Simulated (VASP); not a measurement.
CdSe4: single point with PBE

The system is CdSe4.

```
Cd Se
1.0
     5.07560    0.00000    0.00000
     0.00000    5.07560    0.00000
     0.00000    0.00000    5.07560
Cd Se
1 4
Direct
  0.00000 0.00000 0.00000
  0.30715 0.30715 0.30715
  0.69285 0.69285 0.30715
  0.30715 0.69285 0.69285
  0.69285 0.30715 0.69285
```

The cell was built from a structure type or drawn by symmetry, and may not be a known phase.

- Program: VASP 6.6.1
- Task: single point
- Functional: PBE
- Potentials or basis: VASP PAW PBE potentials, release 64 (Cd, Se)
- Cutoff: 520 eV
- k mesh: 4 × 4 × 4
- Occupations: gaussian, width 0.1 eV
- Spin: no spin polarisation
- Dipole correction: no
- Further INCAR settings: ALGO = Normal; EDIFF = 1e-07; NBANDS = 26

```yaml
Pressure: 0.2 GPa
Largest_force: 0.013 eV/Å
Band_gap_on_the_k_mesh: zero (bands 18 and 19 overlap by 0.74 eV)
```

Forces on the atoms (eV/Å):
```
Cd   0.000  0.000  0.000
Se   0.007  0.007  0.007
Se  -0.007 -0.007  0.007
Se   0.007 -0.007 -0.007
Se  -0.007  0.007 -0.007
```

Levels at points of the mesh, in eV from the Fermi level:
```
           k point  band 16  band 17  band 18  band 19  band 20  band 21
(0.00, 0.00, 0.00)    -0.25    -0.25    -0.25     0.85     0.85     0.85
(0.50, 0.00, 0.00)    -2.04    -1.13     0.25     0.25     0.68     0.68
(0.50, 0.50, 0.00)    -1.47    -1.04    -0.96     0.60     0.60     1.27
(0.50, 0.50, 0.50)     0.59     0.59     0.59     0.92     0.92     0.92
```

Run time: 32 s on 1 thread of Intel(R) Xeon(R) Platinum 8259CL CPU @ 2.50GHz (Skylake/Cascade Lake), on a shared host, peak memory 0.25 GiB.

Caveat: semilocal functionals underestimate gaps, so a narrow gap can read as zero.
